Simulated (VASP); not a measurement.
The system is Sn.

```
Sn
1.0
     0.00000    2.18723    2.18723
     2.18723    0.00000    2.18723
     2.18723    2.18723    0.00000
Sn
1
Direct
  0.00000 0.00000 0.00000
```

This cell differs from its parent crystal: Si replaced by Sn, lengths x 1.151, strained.

Base run:

```yaml
Program: VASP 6.6.1
Functional: PBE
Potentials_or_basis: VASP PAW PBE potentials, release 64 (Sn_d)
Cutoff: 520 eV
k_mesh: 8 × 8 × 8
Occupations: gaussian, width 0.1 eV
Spin: no spin polarisation
```

Its results: band gap on the k mesh zero (band 7 reaches 21.77 eV, above the bottom of band 8 at 9.28 eV); pressure 28.5 GPa.

Question: The run is repeated on the same cell with these changes: k mesh from 8 × 8 × 8 to 16 × 16 × 16. What comes out?

Answer: Band gap on the k mesh zero (band 7 reaches 21.77 eV, above the bottom of band 8 at 9.28 eV); pressure 27.4 GPa.

Caveats: spin-orbit coupling is left out, which moves the levels of the heavy elements.
